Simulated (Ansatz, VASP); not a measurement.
**One calculation of ZrC, two programs**

Contents of INCAR:

```
ALGO = Normal
EDIFF = 1E-7
EDIFFG = -0.05
ENCUT = 600
GGA = CA
GGA_COMPAT = False
IBRION = 2
ISIF = 3
ISMEAR = 0
LASPH = True
LCHARG = False
LREAL = False
LWAVE = False
NELM = 120
NELMIN = 4
NSW = 100
PREC = Accurate
SIGMA = 0.1
```

Contents of KPOINTS:

```
k-points
0
Gamma
  8 8 8
```

POSCAR

```
ZrC
1.0
    0.0000000000      2.3502110000      2.3502110000
    2.3502110000      0.0000000000      2.3502110000
    2.3502110000      2.3502110000      0.0000000000
Zr C
1 1
Direct
    0.5000000000      0.5000000000      0.5000000000
    0.0000000000      0.0000000000      0.0000000000
```

Input for Ansatz:

```yaml
crystal:
  lattice:
    - [0.0, 2.350211, 2.350211]
    - [2.350211, 0.0, 2.350211]
    - [2.350211, 2.350211, 0.0]
  atoms:
    - { symbol: Zr, position: [0.5, 0.5, 0.5] }
    - { symbol: C, position: [0.0, 0.0, 0.0] }
basis:
  ecutwfc: 420
kpoints:
  mp_grid: { grid: [8, 8, 8] }
hamiltonian:
  xc: lda
  pseudopotentials: { kind: paw, azcp: { folder: soft_1 } }
scf:
  occupations: { method: gaussian, width: 0.1 }
output:
  forces: true
  stress: true
  eigenvalues: true
relax:
  adjacent_minimum: "off"
  f_tol: 0.05
  max_steps: 80
  cell: { stress_tol: 0.5 }
```

Alike in both runs: task relaxation of cell and atoms; functional LDA; k mesh 8 × 8 × 8; occupations gaussian, width 0.1 eV; no spin polarisation.

|  | VASP | Ansatz |
| --- | --- | --- |
| version | VASP 6.6.1 | Ansatz 0.2.0 |
| potentials or method | VASP PAW LDA potentials, release 64 (Zr_sv, C), cutoff 600 eV | scalar-relativistic, plane waves, PAW |
| valence electrons in the cell | 16 | 16 |

```csv
,VASP,Ansatz,Ansatz less VASP
"gap on the k mesh at the Fermi level, each at its own relaxed structure (eV)",none,none,-
relaxed volume (Å³/atom),12.54,12.50,-0.031
relaxed cell length with the largest relative difference (Å),3.285,3.282,-0.0027
```

Ansatz warns that its potentials were made for another functional, while VASP's fit it. LDA's correlation is that of Perdew and Zunger in VASP and of Perdew and Wang (1992) in Ansatz. A gap of «none» marks a metal or a gap that the smearing closes.
